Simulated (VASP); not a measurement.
Write the native input for VASP 6.6.1 that does the following.

- Task: single point
- Functional: PBE
- Potentials or basis: VASP PAW PBE potentials, release 64 (Cs_sv, Sm_3, F), 4f in core
- Cutoff: 600 eV
- k mesh: 4 × 4 × 8
- Occupations: gaussian, width 0.02 eV
- Spin: no spin polarisation
- Dipole correction: no
- Further INCAR settings: ALGO = Normal; EDIFF = 1e-06; NBANDS = 33

The structure of CsSmF4 lies in POSCAR:

```
CsSmF4
1.0
    6.1467138001      0.0000000000      0.0000000000
    0.0000000000      6.1467138001      0.0000000000
    0.0000000000      0.0000000000      3.2703035059
Cs Sm F
1 1 4
Direct
    0.0000000000      0.0000000000      0.0000000000
    0.5000000000      0.5000000000      0.0000000000
    0.7823005127      0.5000000000      0.5000000000
    0.2176994873      0.5000000000      0.5000000000
    0.5000000000      0.7823005127      0.5000000000
    0.5000000000      0.2176994873      0.5000000000
```

The cell was generated, and may not be a known phase.

These files were run (other wordings do the same):

INCAR

```
PREC = Accurate
ENCUT = 600
EDIFF = 1E-6
ISMEAR = 0
SIGMA = 0.02
LREAL = False
LASPH = True
NELM = 200
ALGO = Normal
ISIF = 2
LWAVE = False
LCHARG = False
GGA = PE
NBANDS = 33
GGA_COMPAT = False
LMAXMIX = 6
```

KPOINTS

```
regular mesh
0
Gamma
  4 4 8
```

Potentials or basis: VASP PAW PBE potentials, release 64 (Cs_sv, Sm_3, F), 4f in core.

The run is started by

```console
$ cat potpaw_PBE.64/Cs_sv/POTCAR potpaw_PBE.64/Sm_3/POTCAR potpaw_PBE.64/F/POTCAR > POTCAR
$ mpirun -np 1 vasp_std > vasp.out
```

Results of the run:

| Property | Result |
| --- | --- |
| Pressure | 0.2 GPa |
| Largest force | 0.081 eV/Å |
| Band gap on the k mesh | 4.72 eV (least direct gap 4.78 eV) |

Caveat: spin-orbit coupling is left out, which moves the levels of the heavy elements; the 4f electrons are frozen in the core, so they carry no moment and show no levels.

It took 70 s on 1 thread of Intel(R) Xeon(R) 6975P-C (Granite Rapids), on a shared host, peak memory 0.33 GiB.
